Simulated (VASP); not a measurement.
# MoSe2 in VASP: further runs

The runs below take MoSe2 through relaxation of cell and atoms, with PBE+D3(BJ).

Program: VASP 6.6.1. These are calculated values, not measurements. Logs are shortened: lines on timing, memory, paths and dates and some standing lists are left out, and cuts for length are marked.

### 1 The cell of the first run

The cell holds a slab with vacuum, 12 atoms: a = 3.288 Å, b = 3.288 Å, c = 40.575 Å, α = 90.00°, β = 90.00°, γ = 120.00°.

### 2 Relaxation of cell and atoms, PBE+D3(BJ)

INCAR

```
ALGO     = Normal         # electronic algorithm
EDIFF    = 1E-6           # SCF threshold, eV
EDIFFG   = -0.01          # ionic threshold
ENCUT    = 600            # plane-wave cutoff, eV
GGA      = PE             # functional
IBRION   = 2              # ionic algorithm
ISIF     = 3              # what is computed and relaxed
ISMEAR   = 0              # smearing method
IVDW     = 12             # dispersion correction
KPAR     = 8            
LASPH    = T              # aspherical terms in the spheres
LATTICE_CONSTRAINTS= .TRUE. .TRUE. .FALSE.
LCHARG   = F              # write CHGCAR
LREAL    = F              # projectors in reciprocal space
LWAVE    = F              # write WAVECAR
NELM     = 80             # most SCF steps
NSW      = 90             # ionic steps
PREC     = Accurate       # precision mode
SIGMA    = 0.03           # smearing width, eV
```

KPOINTS

```
k-points
0
Gamma
  12 12 1
```

POSCAR

```
MoSe2
1.0
    3.2880000000      0.0000000000      0.0000000000
   -1.6440000000      2.8474915300      0.0000000000
    0.0000000000      0.0000000000     40.5750000000
Se Mo
8 4
Direct
    0.3333333300      0.6666666700      0.2218114600
    0.3333333300      0.6666666700      0.3012939000
    0.6666666700      0.3333333300      0.3807763400
    0.6666666700      0.3333333300      0.4602587800
    0.3333333300      0.6666666700      0.5397412200
    0.3333333300      0.6666666700      0.6192236600
    0.6666666700      0.3333333300      0.6987061000
    0.6666666700      0.3333333300      0.7781885400
    0.6666666700      0.3333333300      0.2615526800
    0.3333333300      0.6666666700      0.4205175600
    0.6666666700      0.3333333300      0.5794824400
    0.3333333300      0.6666666700      0.7384473200
```

Potentials or basis: VASP PAW PBE potentials, release 64 (Se, Mo_sv).

Run with:

```sh
$ cat potpaw_PBE.64/Se/POTCAR potpaw_PBE.64/Mo_sv/POTCAR > POTCAR
$ mpirun -np 8 vasp_std > vasp.out
```

OUTCAR:

```text
EDIFF = 1E-6
   EDIFFG = -0.01
   ENCUT = 600
   GGA = PE
   IBRION = 2
   ISIF = 3
   ISMEAR = 0
   IVDW = 12
   LASPH = T
   LREAL = F
   NELM = 80
   NSW = 90
   PREC = Accurate
 IVDW          = 12

 ion  position               nearest neighbor table
   1  0.333  0.667  0.222-   9 2.49   9 2.49   9 2.49
   2  0.333  0.667  0.301-   9 2.49   9 2.49   9 2.49
   3  0.667  0.333  0.381-  10 2.49  10 2.49  10 2.49
   4  0.667  0.333  0.460-  10 2.49  10 2.49  10 2.49
   5  0.333  0.667  0.540-  11 2.49  11 2.49  11 2.49
   6  0.333  0.667  0.619-  11 2.49  11 2.49  11 2.49
   7  0.667  0.333  0.699-  12 2.49  12 2.49  12 2.49
   8  0.667  0.333  0.778-  12 2.49  12 2.49  12 2.49
   9  0.667  0.333  0.262-   2 2.49   1 2.49   2 2.49   1 2.49   2 2.49   1 2.49
  10  0.333  0.667  0.421-   4 2.49   3 2.49   4 2.49   3 2.49   4 2.49   3 2.49
  11  0.667  0.333  0.579-   5 2.49   6 2.49   5 2.49   6 2.49   5 2.49   6 2.49
  12  0.333  0.667  0.738-   7 2.49   8 2.49   7 2.49   8 2.49   7 2.49   8 2.49

  LATTYP: Found a hexagonal cell.
 ALAT       =     3.2880000000
 C/A-ratio  =    12.3403284672

  Lattice vectors:

 A1 = (   3.2880000000,   0.0000000000,   0.0000000000)
 A2 = (  -1.6440000000,   2.8474915300,   0.0000000000)
 A3 = (   0.0000000000,   0.0000000000,  40.5750000000)

Analysis of symmetry for initial positions (statically):
=====================================================================
 Subroutine PRICEL returns:
 Original cell was already a primitive cell.

 Routine SETGRP: Setting up the symmetry group for a
 hexagonal supercell.

 Subroutine GETGRP returns: Found 12 space group operations
 (whereof 12 operations were pure point group operations)
 out of a pool of 24 trial point group operations.

The static configuration has the point symmetry D_3d.

Analysis of symmetry for dynamics (positions and initial velocities):
=====================================================================
 Subroutine PRICEL returns:
 Original cell was already a primitive cell.

 Routine SETGRP: Setting up the symmetry group for a
 hexagonal supercell.

 Subroutine GETGRP returns: Found 12 space group operations
 (whereof 12 operations were pure point group operations)
 out of a pool of 24 trial point group operations.

The dynamic configuration has the point symmetry D_3d.

 Subroutine INISYM returns: Found 12 space group operations
 (whereof 12 operations are pure point group operations),
 and found     1 'primitive' translations

----------------------------------------------------------------------------------------

                                     Primitive cell

  volume of cell :     379.8856

  direct lattice vectors                    reciprocal lattice vectors
     3.288000000  0.000000000  0.000000000     0.304136253  0.175593147  0.000000000
    -1.644000000  2.847491530  0.000000000     0.000000000  0.351186295  0.000000000
     0.000000000  0.000000000 40.575000000     0.000000000  0.000000000  0.024645718

  length of vectors
     3.288000000  3.288000002 40.575000000     0.351186295  0.351186295  0.024645718

  position of ions in fractional coordinates (direct lattice)
     0.333333330  0.666666670  0.221811460
     0.333333330  0.666666670  0.301293900
     0.666666670  0.333333330  0.380776340
     0.666666670  0.333333330  0.460258780
     0.333333330  0.666666670  0.539741220
     0.333333330  0.666666670  0.619223660
     0.666666670  0.333333330  0.698706100
     0.666666670  0.333333330  0.778188540
     0.666666670  0.333333330  0.261552680
     0.333333330  0.666666670  0.420517560
     0.666666670  0.333333330  0.579482440
     0.333333330  0.666666670  0.738447320

  ion indices of the primitive-cell ions
   primitive index   ion index
                 1           1
                 2           2
                 3           3
                 4           4
                 5           5
                 6           6
                 7           7
                 8           8
                 9           9
                10          10
                11          11
                12          12

----------------------------------------------------------------------------------------

 KPOINTS: k-points

Automatic generation of k-mesh.
 Grid dimensions read from file:
 generate k-points for:   12   12    1

 Generating k-lattice:

  Cartesian coordinates                     Fractional coordinates (reciprocal lattice)
     0.025344688  0.014632762  0.000000000     0.083333333  0.000000000  0.000000000
     0.000000000  0.029265525  0.000000000     0.000000000  0.083333333  0.000000000
     0.000000000  0.000000000  0.024645718     0.000000000  0.000000000  1.000000000

  Length of vectors
     0.029265525  0.029265525  0.024645718

  Shift w.r.t. Gamma in fractional coordinates (k-lattice)
     0.000000000  0.000000000  0.000000000

 Subroutine IBZKPT returns following result:
 ===========================================

 Found     19 irreducible k-points:

 Following reciprocal coordinates:
            Coordinates               Weight
  0.000000  0.000000  0.000000      1.000000
  0.083333 -0.000000  0.000000      6.000000
  0.166667  0.000000  0.000000      6.000000
  0.250000  0.000000  0.000000      6.000000
  0.333333 -0.000000  0.000000      6.000000
  0.416667  0.000000  0.000000      6.000000
[... 11 lines left out ...]
  0.333333  0.250000  0.000000     12.000000
  0.333333  0.333333  0.000000      2.000000
   k-points           NKPTS =     19   k-points in BZ     NKDIM =     19   number of bands    NBANDS=     62
   number of dos      NEDOS =    301   number of ions     NIONS =     12
   total plane-waves  NPLWV = 254016
   dimension x,y,z NGX =    28 NGY =   28 NGZ =  324
   dimension x,y,z NGXF=    56 NGYF=   56 NGZF=  648
   ions per type =               8   4
   NGX,Y,Z   is equivalent  to a cutoff of  14.16, 14.16, 13.28 a.u.
   NGXF,Y,Z  is equivalent  to a cutoff of  28.31, 28.31, 26.55 a.u.
 SYSTEM =  unknown system
   PREC   = accura    normal or accurate (medium, high low for compatibility)
   ISTART =      0    job   : 0-new  1-cont  2-samecut
   ICHARG =      2    charge: 1-file 2-atom 10-const
   ISPIN  =      1    spin polarized calculation?
   LNONCOLLINEAR =      F non collinear calculations
   LSORBIT =      F    spin-orbit coupling
   LASPH  =      T    aspherical Exc in radial PAW
   ENCUT  =  600.0 eV  44.10 Ry    6.64 a.u.   6.57  6.57 81.04*2*pi/ulx,y,z
   NELM   =     80;   NELMIN=  2; NELMDL= -5     # of ELM steps
   EDIFF  = 0.1E-05   stopping-criterion for ELM
   LREAL  =      F    real-space projection
   EDIFFG = -.1E-01   stopping-criterion for IOM
   NSW    =     90    number of steps for IOM
   IBRION =      2    ionic relax: 0-MD 1-quasi-New 2-CG
   NFREE  =      1    steps in history (QN), initial steepest desc. (CG)
   ISIF   =      3    stress and relaxation
   ISYM   =      2    0-nonsym 1-usesym 2-fastsym
   POTIM  = 0.5000    time-step for ionic-motion
   TEBEG  =    0.0;   TEEND  =   0.0 temperature during run
   PSTRESS=    0.0 pullay stress
   NELECT =     104.0000    total number of electrons
   NUPDOWN=      -1.0000    fix difference up-down
   EMIN   =  10.00;   EMAX   =-10.00  energy-range for DOS
   EFERMI =   0.00;   METHOD = LEGACY
   ISMEAR =     0;   SIGMA  =   0.03  broadening in eV -4-tet -1-fermi 0-gaus
   EFERMI_NEDOS =   21; number of points for ismear=-14 and -15
   IALGO  =     38    algorithm
   IMIX   =      4    mixing-type and parameters
     AMIX     =   0.40;   BMIX     =  1.00
     AMIX_MAG =   1.60;   BMIX_MAG =  1.00
  volume/ion in A,a.u.               =      31.66       213.63
  Fermi-wavevector in a.u.,A,eV,Ry     =   1.063004  2.008787 15.374286  1.129978
  Thomas-Fermi vector in A             =   2.198474
   LORBIT       =      0    0 simple, 1 ext, 2 COOP (PROOUT), +10 PAW based schemes
   GGA     = PE    functional components
   LHFCALC =     F    Hartree Fock is set to
   AEXX    =    0.0000 exact exchange contribution
   IVDW    =    12    specifies the selected vdW correction
   LEPSILON=     F    determine dielectric tensor
   LRPA    =     F    only Hartree local field effects (RPA)
 conjugate gradient relaxation of ions
 non-spin polarized calculation
 Gauss-broadening in eV      SIGMA  =   0.03
  energy-cutoff  :      600.00
  volume of cell :      379.89
 maximum number of plane-waves:     12827
 NGX is ok and might be reduce to    28
   NGX = 13   NGY = 13   NGZ =163

--------------------------------------- Ionic step        1  -------------------------------------------

 number of electron     103.9999996 magnetization

 Free energy of the ion-electron system (eV)
  ---------------------------------------------------
  ext. energy  EPLUGINS =         0.00000000
  ---------------------------------------------------
  free energy    TOTEN  =       -79.48824674 eV

  energy without entropy =      -79.48824674  energy(sigma->0) =      -79.48824674

------------------------ aborting loop because EDIFF is reached ----------------------------------------

 Edisp (eV)   -5.26526

 E8    (eV) :    -2.3080

  FORCE on cell =-STRESS in cart. coord.  units (eV):
  Direction    XX          YY          ZZ          XY          YZ          ZX
  --------------------------------------------------------------------------------------
  -------------------------------------------------------------------------------------
  Total       4.23512     4.23512    12.93681    -0.00000    -0.00000     0.00000
  in kB      17.86174    17.86174    54.56134    -0.00000    -0.00000     0.00000
  external pressure =       30.09 kB  Pullay stress =        0.00 kB
[... 127 lines left out ...]
  FREE ENERGIE OF THE ION-ELECTRON SYSTEM (eV)
  ---------------------------------------------------
  free  energy   TOTEN  =       -84.9544043082 eV

  energy  without entropy=      -84.9544043082  energy(sigma->0) =      -84.95440431

[... ionic steps 4 to 40 ...]

--------------------------------------- Ionic step       41  -------------------------------------------

 number of electron     104.0000000 magnetization

------------------------ aborting loop because EDIFF is reached ----------------------------------------

 Edisp (eV)   -5.33395

 E8    (eV) :    -2.3363
[... 89 lines left out ...]
  energy  without entropy=      -85.0369475866  energy(sigma->0) =      -85.03694759

--------------------------------------- Ionic step       43  -------------------------------------------

 number of electron     104.0000000 magnetization

 Free energy of the ion-electron system (eV)
  ---------------------------------------------------
  ext. energy  EPLUGINS =         0.00000000
  ---------------------------------------------------
  free energy    TOTEN  =       -79.70300725 eV

  energy without entropy =      -79.70300725  energy(sigma->0) =      -79.70300725

 E-fermi :   2.5165     XC(G=0):  -7.0643

 val. band max:        2.3534467102   @ k =   0.0000   0.0000   0.0000
 cond. band min:       3.2272139235   @ k =   0.1667   0.1667   0.0000
 fundamental gap:      0.8737672134
 Fermi energy:         2.5165085481

 k-point     1 :       0.0000    0.0000    0.0000
  band No.  band energies     occupation
      1     -58.8195      2.00000
      2     -58.8195      2.00000
      3     -58.8168      2.00000
      4     -58.8168      2.00000
      5     -32.9890      2.00000
      6     -32.9890      2.00000
[... 1267 lines left out ...]
  FREE ENERGIE OF THE ION-ELECTRON SYSTEM (eV)
  ---------------------------------------------------
  free  energy   TOTEN  =       -85.0369571206 eV

  energy  without entropy=      -85.0369571206  energy(sigma->0) =      -85.03695712

 reached required accuracy - stopping structural energy minimisation
```

Run time: 45 min. Hardware: 8 MPI ranks of Intel Xeon Platinum 8559C (Emerald Rapids), shared host; peak memory 0.89 GiB.

Results:

```yaml
Free_energy: -85.0370 eV
Relaxed_cell: a = 3.280 Å, b = 3.280 Å, c = 40.575 Å, α = 90.00°, β = 90.00°, γ = 120.00°
Space_group_after_relaxing_to_0.1_Å: P-3m1 (No. 164)
Energy_gained_by_relaxing: 23.6 meV/atom
Ionic_steps: 43
Largest_force_after_relaxing: 0.007 eV/Å
Band_gap_on_the_k_mesh: 0.87 eV (least direct gap 1.48 eV)
Dispersion_energy_per_atom: -0.444 eV
```

Forces in eV/Å, atoms in the order of the input:
```
Se   0.000  0.000 -0.007
Se   0.000  0.000  0.000
Se   0.000  0.000  0.005
Se   0.000  0.000  0.004
Se   0.000  0.000 -0.004
Se   0.000  0.000 -0.005
Se   0.000  0.000  0.000
Se   0.000  0.000  0.007
Mo   0.000  0.000 -0.003
Mo   0.000  0.000  0.005
Mo   0.000  0.000 -0.005
Mo   0.000  0.000  0.003
```

The path:
```tsv
step	energy change (eV)	largest force (eV/Å)	pressure (GPa)	volume (Å³)
1	0.0000	1.1612	3.01	379.89
3	-0.2009	0.2802	-0.64	388.21
5	-0.2792	0.0282	-0.06	377.42
7	-0.2793	0.0135	-0.14	377.80
9	-0.2793	0.0186	-0.13	377.64
11	-0.2795	0.0283	-0.11	377.31
13	-0.2800	0.0285	-0.10	377.19
15	-0.2799	0.1089	-0.09	376.69
17	-0.2804	0.0682	-0.10	376.95
19	-0.2809	0.0682	-0.10	377.09
21	-0.2820	0.0780	-0.13	377.68
23	-0.2827	0.0147	-0.03	377.73
25	-0.2828	0.0118	-0.03	377.82
27	-0.2829	0.0223	-0.03	377.99
29	-0.2831	0.0415	0.06	377.95
31	-0.2832	0.0336	0.05	378.03
33	-0.2833	0.0224	-0.03	378.39
35	-0.2834	0.0153	-0.01	378.25
37	-0.2834	0.0131	0.01	377.97
39	-0.2834	0.0128	0.01	378.02
41	-0.2834	0.0129	0.01	378.05
43	-0.2835	0.0075	0.00	378.04
```

Final structure:
```cif
data_structure
_symmetry_space_group_name_H-M 'P 1'
_symmetry_Int_Tables_number 1
_cell_length_a 3.2800
_cell_length_b 3.2800
_cell_length_c 40.5750
_cell_angle_alpha 90.000
_cell_angle_beta 90.000
_cell_angle_gamma 120.000
_cell_volume 378.04
loop_
_atom_site_label
_atom_site_type_symbol
_atom_site_fract_x
_atom_site_fract_y
_atom_site_fract_z
_atom_site_occupancy
Se1 Se 0.33333 0.66667 0.22345 1
Se2 Se 0.33333 0.66667 0.30608 1
Se3 Se 0.66667 0.33333 0.38017 1
Se4 Se 0.66667 0.33333 0.46274 1
Se5 Se 0.33333 0.66667 0.53726 1
Se6 Se 0.33333 0.66667 0.61983 1
Se7 Se 0.66667 0.33333 0.69392 1
Se8 Se 0.66667 0.33333 0.77655 1
Mo1 Mo 0.66667 0.33333 0.26477 1
Mo2 Mo 0.33333 0.66667 0.42145 1
Mo3 Mo 0.66667 0.33333 0.57855 1
Mo4 Mo 0.33333 0.66667 0.73523 1
```

Levels at points of the mesh, in eV from the valence-band top:
```csv
k point,band 48,band 49,band 50,band 51,band 52,band 53,band 54,band 55,band 56,band 57
"(0.00, 0.00, 0.00)",-1.31,-0.99,-0.35,-0.11,0.00,2.49,2.49,2.51,2.51,2.54
"(0.50, 0.00, 0.00)",-1.10,-1.09,-1.04,-0.93,-0.87,1.58,1.60,1.62,1.63,1.85
```

### 3 Relaxation of cell and atoms, PBE+D3(BJ)

This run uses another cell than the first one.

Edit INCAR of step 2 so:

```diff
@@ -1,4 +1,4 @@
 ALGO     = Normal         # electronic algorithm
-EDIFF    = 1E-6           # SCF threshold, eV
-EDIFFG   = -0.01          # ionic threshold
+EDIFF    = 1E-7           # SCF threshold, eV
+EDIFFG   = -0.005         # ionic threshold
 ENCUT    = 600            # plane-wave cutoff, eV
```

KPOINTS is that of step 2.

POSCAR

```
MoSe2                                   
1.0
    3.2800050236     -0.0000000000      0.0000000000
   -1.6400025118      2.8405676774      0.0000000000
    0.0000000000      0.0000000000     40.5750000000
  Se              Mo            
     8     4
Direct
     0.3333333300000021    0.6666666699999979    0.2234526769459009
     0.3333333300000021    0.6666666699999979    0.3060780561013432
     0.6666666699999979    0.3333333300000021    0.3801688035893028
     0.6666666699999979    0.3333333300000021    0.4627363946363049
     0.3333333300000021    0.6666666699999979    0.5372636053636953
     0.3333333300000021    0.6666666699999979    0.6198311964106971
     0.6666666699999979    0.3333333300000021    0.6939219438986568
     0.6666666699999979    0.3333333300000021    0.7765473230540991
     0.6666666699999979    0.3333333300000021    0.2647695200224557
     0.3333333300000021    0.6666666699999979    0.4214508587641813
     0.6666666699999979    0.3333333300000021    0.5785491412358182
     0.3333333300000021    0.6666666699999979    0.7352304799775442
```

Potentials or basis: VASP PAW PBE potentials, release 64 (Se, Mo_sv).

Run with:

```sh
$ cat potpaw_PBE.64/Se/POTCAR potpaw_PBE.64/Mo_sv/POTCAR > POTCAR
$ mpirun -np 8 vasp_std > vasp.out
```

It took 15 min on 8 MPI ranks of Intel Xeon Platinum 8559C (Emerald Rapids), shared host; peak memory 0.88 GiB.

The run converged. Its results:

```
Free energy                           : -85.0368 eV
Relaxed cell                          : a = 3.280 Å, b = 3.280 Å, c = 40.575 Å, α = 90.00°, β = 90.00°, γ = 120.00°
Space group after relaxing (to 0.1 Å) : P-3m1 (No. 164)
Energy gained by relaxing             : 0.0 meV/atom
Ionic steps                           : 12
Largest force after relaxing          : 0.003 eV/Å
Band gap on the k mesh                : 0.87 eV (least direct gap 1.48 eV)
Dispersion energy per atom            : -0.444 eV
```

Forces on the atoms (eV/Å):
```
Se   0.000  0.000 -0.003
Se   0.000  0.000  0.002
Se   0.000  0.000 -0.001
Se   0.000  0.000  0.002
Se   0.000  0.000 -0.002
Se   0.000  0.000  0.001
Se   0.000  0.000 -0.002
Se   0.000  0.000  0.003
Mo   0.000  0.000 -0.002
Mo   0.000  0.000 -0.003
Mo   0.000  0.000  0.003
Mo   0.000  0.000  0.002
```

Step by step:
| step | energy change (eV) | largest force (eV/Å) | pressure (GPa) | volume (Å³) |
| --- | --- | --- | --- | --- |
| 1 | 0.0000 | 0.0075 | 0.01 | 378.04 |
| 2 | 0.0000 | 0.0055 | 0.01 | 377.99 |
| 3 | 0.0000 | 0.0093 | 0.02 | 377.88 |
| 4 | 0.0000 | 0.0085 | 0.02 | 377.88 |
| 5 | 0.0000 | 0.0085 | 0.01 | 377.89 |
| 6 | -0.0001 | 0.0162 | -0.01 | 377.92 |
| 7 | -0.0001 | 0.0136 | -0.01 | 377.93 |
| 8 | -0.0001 | 0.0066 | 0.00 | 377.94 |
| 9 | -0.0001 | 0.0099 | 0.01 | 377.97 |
| 10 | -0.0001 | 0.0095 | 0.00 | 377.99 |
| 11 | -0.0001 | 0.0086 | 0.00 | 378.03 |
| 12 | -0.0002 | 0.0035 | 0.00 | 378.00 |

Final structure:
```xyz
12
Lattice="3.2798 0.0000 0.0000 -1.6399 2.8404 0.0000 0.0000 0.0000 40.5750" Properties=species:S:1:pos:R:3 pbc="T T T"
Se    0.0000    1.8936    9.0603
Se    0.0000    1.8936   12.4135
Se    1.6399    0.9468   15.4321
Se    1.6399    0.9468   18.7822
Se    0.0000    1.8936   21.7928
Se    0.0000    1.8936   25.1429
Se    1.6399    0.9468   28.1615
Se    1.6399    0.9468   31.5147
Mo    1.6399    0.9468   10.7371
Mo    0.0000    1.8936   17.1072
Mo    1.6399    0.9468   23.4678
Mo    0.0000    1.8936   29.8379
```

Levels at points of the mesh, in eV from the valence-band top:
| k point | band 50 | band 51 | band 52 | band 53 | band 54 | band 55 |
| --- | --- | --- | --- | --- | --- | --- |
| (0.00, 0.00, 0.00) | -0.35 | -0.12 | 0.00 | 2.49 | 2.49 | 2.51 |
| (0.50, 0.00, 0.00) | -1.03 | -0.93 | -0.87 | 1.58 | 1.60 | 1.62 |
